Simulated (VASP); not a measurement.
# Co (P6_3/mmc) in VASP: a series of runs, part 2 of 2

VASP 6.6.1. Earlier steps stand in the parts before.

### 4 Single point, PBE, collinear spin, ferromagnetic start

This run uses another cell than the first one, of 10.85 Å³/atom, 1.026 times its volume.

INCAR

```
SYSTEM = Co
PREC = Accurate ; ENCUT = 520
EDIFF = 1E-6 ; ISMEAR = 0
SIGMA = 0.15 ; LREAL = .FALSE.
LASPH = .TRUE. ; NELM = 150
ALGO = Normal ; ISIF = 2
LWAVE = .FALSE. ; LCHARG = .FALSE.
ISPIN = 2 ; MAGMOM = 1.86 1.86
LORBIT = 11 ; LMAXMIX = 4
GGA = PE ; NBANDS = 20
```

KPOINTS

```
Automatic mesh
0
G
  21 21 12
  0 0 0
```

POSCAR

```
Co
1.0
    2.4933810334      0.0000000000      0.0000000000
   -1.2466905167      2.1593313163      0.0000000000
    0.0000000000      0.0000000000      4.0322612623
Co
2
Direct
    0.3333333333      0.6666666667      0.2500000000
    0.6666666667      0.3333333333      0.7500000000
```

Run with:

```bash
$ cat potpaw_PBE.64/Co/POTCAR > POTCAR
$ mpirun -np 1 vasp_std > vasp.out
```

It took 1.9 min on 1 thread of Intel Xeon 6975P-C (Granite Rapids), shared host; peak memory 0.3 GiB.

The run converged. Its results:

```
Free energy                                           : -14.0800 eV
Pressure                                              : -0.7 GPa
Net moment                                            : 3.20 μB per cell
Site moments                                          : Co +1.62 μB
Valence electrons inside the program's atomic spheres : Co 8.27
```

Stress tensor (GPa, compression positive):
```
-0.66  0.00  0.00
 0.00 -0.66  0.00
 0.00  0.00 -0.76
```

Levels at points of the mesh, in eV from the Fermi level:
Spin up:
```csv
k point,band 9,band 10,band 11,band 12,band 13,band 14
"(0.00, 0.00, 0.00)",-1.93,-0.83,-0.83,-0.06,6.36,21.98
"(0.00, 0.00, 0.50)",-1.14,-1.14,-1.14,-1.14,15.03,15.03
```
Spin down:
| k point | band 4 | band 5 | band 6 | band 7 | band 8 | band 9 | band 10 | band 11 |
| --- | --- | --- | --- | --- | --- | --- | --- | --- |
| (0.00, 0.00, 0.00) | -0.95 | -0.95 | -0.59 | -0.59 | -0.16 | -0.16 | -0.13 | 1.05 |
| (0.00, 0.00, 0.50) | -1.53 | -1.02 | -1.02 | -1.02 | -1.02 | 0.71 | 0.71 | 0.71 |

### 5 Single point, PBE, collinear spin, ferromagnetic start

This run uses another cell than the first one, of 11.06 Å³/atom, 1.046 times its volume.

INCAR

```
PREC = Accurate
ENCUT = 520
EDIFF = 1E-7
ISMEAR = 0
SIGMA = 0.15
LREAL = F
LASPH = T
NELM = 150
ALGO = Normal
ISIF = 2
LWAVE = F
LCHARG = F
ISPIN = 2
MAGMOM = 1.86 1.86
LORBIT = 11
LMAXMIX = 4
GGA = PE
NBANDS = 20
```

KPOINTS

```
regular mesh
0
Gamma
  21 21 12
```

POSCAR

```
Co
1.0
    2.4684000000      0.0000000000      0.0000000000
   -1.2342000000      2.1376971067      0.0000000000
    0.0000000000      0.0000000000      4.1936000000
Co
2
Direct
    0.3333333333      0.6666666667      0.2500000000
    0.6666666667      0.3333333333      0.7500000000
```

Potentials or basis: VASP PAW PBE potentials, release 64 (Co).

Run with:

```bash
$ cat potpaw_PBE.64/Co/POTCAR > POTCAR
$ mpirun -np 1 vasp_std > vasp.out
```

OUTCAR:

```text
PREC = Accurate
   ENCUT = 520
   EDIFF = 1E-7
   ISMEAR = 0
   LREAL = F
   LASPH = T
   NELM = 150
   ISIF = 2
   ISPIN = 2
   LORBIT = 11
   GGA = PE

 ion  position               nearest neighbor table
   1  0.333  0.667  0.250-   2 2.54   2 2.54   2 2.54   2 2.54   2 2.54   2 2.54
   2  0.667  0.333  0.750-   1 2.54   1 2.54   1 2.54   1 2.54   1 2.54   1 2.54

  LATTYP: Found a hexagonal cell.
 ALAT       =     2.4684000000
 C/A-ratio  =     1.6989142765

  Lattice vectors:
[... 1322 lines left out ...]
  in kB        5.2372058      5.2372058   -125.4928016     -0.0000000     -0.0000000      0.0000000
  external PRESSURE =     -38.3394633 kB  Pullay stress =       0.0000000 kB

 VOLUME and BASIS-vectors are now :
 -----------------------------------------------------------------------------
  energy-cutoff  :      520.00
  volume of cell :       22.13
      direct lattice vectors                 reciprocal lattice vectors
     2.468400000  0.000000000  0.000000000     0.405120726  0.233896560  0.000000000
    -1.234200000  2.137697107  0.000000000     0.000000000  0.467793120  0.000000000
     0.000000000  0.000000000  4.193600000     0.000000000  0.000000000  0.238458604

 POSITION                                       TOTAL-FORCE (eV/Angst)
 -----------------------------------------------------------------------------------
     -0.00000      1.42513      1.04840         0.000000      0.000000      0.000000
      1.23420      0.71257      3.14520        -0.000000     -0.000000      0.000000
 -----------------------------------------------------------------------------------
    total drift:                                0.000000     -0.000000     -0.000000

  FREE ENERGIE OF THE ION-ELECTRON SYSTEM (eV)
  ---------------------------------------------------
  free  energy   TOTEN  =       -14.0433867386 eV

  energy  without entropy=      -14.0204433598  energy(sigma->0) =      -14.03191505

 total charge

# of ion       s       p       d       tot
------------------------------------------
    1        0.482   0.506   7.250   8.237
    2        0.482   0.506   7.250   8.237
--------------------------------------------------
tot          0.963   1.011  14.500  16.474

 magnetization (x)

# of ion       s       p       d       tot
------------------------------------------
    1       -0.014  -0.052   1.715   1.649
    2       -0.014  -0.052   1.715   1.649
--------------------------------------------------
tot         -0.028  -0.105   3.430   3.297
```

stdout:

```text
POSCAR found type information on POSCAR Co
 POSCAR found :  1 types and       2 ions
 scaLAPACK will be used
 LDA part: xc-table for (Slater+PW92), standard interpolation
 POSCAR, INCAR and KPOINTS ok, starting setup
 FFT: planning ... GRIDC
 FFT: planning ... GRID_SOFT
 FFT: planning ... GRID
 WAVECAR not read
 entering main loop
```

Run time: 2.1 min. Hardware: 1 thread of Intel Xeon 6975P-C (Granite Rapids), shared host; peak memory 0.3 GiB.

What came out:

| Property | Result |
| --- | --- |
| Free energy | -14.0434 eV |
| Pressure | -3.8 GPa |
| Net moment | 3.25 μB per cell |
| Site moments | Co +1.65 μB |
| Valence electrons inside the program's atomic spheres | Co 8.24 |

### 6 Single point, PBE, collinear spin, ferromagnetic start

This run uses another cell than the first one, of 11.07 Å³/atom, 1.047 times its volume.

INCAR

```
SYSTEM = Co
  PREC = Accurate
  ENCUT = 520
  EDIFF = 1E-6
  ISMEAR = 0
  SIGMA = 0.15
  LREAL = .FALSE.
  LASPH = .TRUE.
  NELM = 150
  ALGO = Fast
  ISIF = 2
  LWAVE = .FALSE.
  LCHARG = .FALSE.
  ISPIN = 2
  MAGMOM = 1.86 1.86
  LORBIT = 11
  LMAXMIX = 4
  GGA = PE
  NBANDS = 20
```

KPOINTS

```
Automatic mesh
0
G
  21 21 12
  0 0 0
```

POSCAR

```
Co
1.0
    2.5183000000      0.0000000000      0.0000000000
   -1.2591500000      2.1809117744      0.0000000000
    0.0000000000      0.0000000000      4.0322612623
Co
2
Direct
    0.3333333333      0.6666666667      0.2500000000
    0.6666666667      0.3333333333      0.7500000000
```

Potentials or basis: VASP PAW PBE potentials, release 64 (Co).

Run with:

```bash
$ cat potpaw_PBE.64/Co/POTCAR > POTCAR
$ mpirun -np 1 vasp_std > vasp.out
```

It took 2.6 min on 1 thread of Intel Xeon 6975P-C (Granite Rapids), shared host; peak memory 0.3 GiB.

The run converged. Its results:

* Free energy: -14.0718 eV
* Pressure: -4.5 GPa
* Net moment: 3.24 μB per cell
* Site moments: Co +1.64 μB
* Valence electrons inside the program's atomic spheres: Co 8.23

Stress tensor (GPa, compression positive):
```
-5.35  0.00  0.00
 0.00 -5.35  0.00
 0.00  0.00 -2.84
```

Levels at points of the mesh, in eV from the Fermi level:
Spin up:
```tsv
k point	band 8	band 9	band 10	band 11	band 12	band 13	band 14	band 15
(0.00, 0.00, 0.00)	-1.95	-1.95	-0.85	-0.85	0.06	6.33	21.68	23.96
(0.00, 0.00, 0.50)	-2.64	-1.15	-1.15	-1.15	-1.15	15.06	15.06	22.41
```
Spin down:
| k point | band 4 | band 5 | band 6 | band 7 | band 8 | band 9 | band 10 | band 11 |
| --- | --- | --- | --- | --- | --- | --- | --- | --- |
| (0.00, 0.00, 0.00) | -0.91 | -0.87 | -0.54 | -0.54 | -0.18 | -0.18 | -0.01 | 1.04 |
| (0.00, 0.00, 0.50) | -1.43 | -0.99 | -0.99 | -0.99 | -0.99 | 0.71 | 0.71 | 0.71 |

### 7 Overview

```csv
cell,gap on the mesh (eV),pressure (GPa),moment (μB)
"a = 2.431, b = 2.431, c = 4.133 Å, angles 90.0, 90.0, 120.0°, 2 atoms",none,5.8,3.18
"a = 2.556, b = 2.556, c = 3.831 Å, angles 90.0, 90.0, 120.0°, 2 atoms",none,1.1,3.18
"a = 2.493, b = 2.493, c = 4.032 Å, angles 90.0, 90.0, 120.0°, 2 atoms",none,-0.7,3.20
"a = 2.468, b = 2.468, c = 4.194 Å, angles 90.0, 90.0, 120.0°, 2 atoms",none,-3.8,3.25
"a = 2.518, b = 2.518, c = 4.032 Å, angles 90.0, 90.0, 120.0°, 2 atoms",none,-4.5,3.24
```

Alike in all rows: task single point; level PBE; potentials or basis VASP PAW PBE potentials, release 64 (Co); spin collinear, ferromagnetic start; k mesh 21 × 21 × 12; cutoff (eV) 520; smearing gaussian 0.15 eV.

Absolute energies hang on the potentials; compare differences alone.
